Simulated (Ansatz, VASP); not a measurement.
# Fe3Ge in VASP and in Ansatz

INCAR

```
PREC     = Accurate       # precision mode
ENCUT    = 520            # plane-wave cutoff, eV
EDIFF    = 1E-6           # SCF threshold, eV
ISMEAR   = -1             # smearing method
SIGMA    = 0.03           # smearing width, eV
LREAL    = F              # projectors in reciprocal space
LASPH    = T              # aspherical terms in the spheres
NELM     = 150            # most SCF steps
ALGO     = Normal         # electronic algorithm
ISIF     = 2              # what is computed and relaxed
LWAVE    = F              # write WAVECAR
LCHARG   = F              # write CHGCAR
ISPIN    = 2              # spin polarisation
MAGMOM   = 3 3 3 0        # initial moments
LORBIT   = 11             # projections on sites
LMAXMIX  = 4              # l up to which the mixer works
GGA      = PS             # functional
NBANDS   = 31             # bands
```

KPOINTS

```
Automatic mesh
0
Gamma
  9 9 9
```

File POSCAR:

```
Fe3Ge
1.0
    3.3981076678      0.0000000000      0.0000000000
    0.0000000000      3.3981076678      0.0000000000
    0.0000000000      0.0000000000      3.3981076678
Fe Ge
3 1
Direct
    0.0000000000      0.5000000000      0.5000000000
    0.5000000000      0.5000000000      0.0000000000
    0.5000000000      0.0000000000      0.5000000000
    0.0000000000      0.0000000000      0.0000000000
```

Input for Ansatz:

```yaml
crystal:
  lattice:
    - [3.3981076678, 0.0, 0.0]
    - [0.0, 3.3981076678, 0.0]
    - [0.0, 0.0, 3.3981076678]
  atoms:
    - { symbol: Fe, position: [0.0, 0.5, 0.5], spin: 3.0 }
    - { symbol: Fe, position: [0.5, 0.5, 0.0], spin: 3.0 }
    - { symbol: Fe, position: [0.5, 0.0, 0.5], spin: 3.0 }
    - { symbol: Ge, position: [0.0, 0.0, 0.0] }
magnetization:
  spin_polarized: true
kpoints:
  mp_grid: { grid: [9, 9, 9] }
scf:
  occupations: { method: fermi_dirac, width: 0.03 }
  lower_state_search: "off"
hamiltonian:
  xc: pbesol
  pseudopotentials: { kind: paw }
output:
  forces: true
  stress: true
  eigenvalues: true
  populations: true
```

Change from the starting cell: volume scaled by 0.8, PAW files.

Alike in both runs: task single point; functional PBEsol; k mesh 9 × 9 × 9; occupations fermi-dirac, width 0.03 eV; collinear spin.

```csv
,VASP,Ansatz
version,VASP 6.6.1,Ansatz 0.2.0
potentials or method,"VASP PAW PBE potentials, release 64 (Fe, Ge_d)","PAW with Ansatz's default frozen-core files, scalar-relativistic"
plane-wave cutoff (eV),520,420
valence electrons in the cell,38,62
```

```csv
,VASP,Ansatz,Ansatz less VASP
pressure (GPa),42.8,41.9,-0.90
net moment per atom (μB),1.17,1.15,-0.017
size of the moment on the site where the two differ most (μB),1.54,1.51,-0.037
```

VASP's potentials were made for PBE, not for PBEsol. Site moments also hang on the region over which each program counts them. Both programs put the cell under a high pressure, so it lies far from rest at this level. VASP's potentials hold 38 valence electrons a cell and Ansatz's 62, so a difference there can come from the potentials and not from the codes.
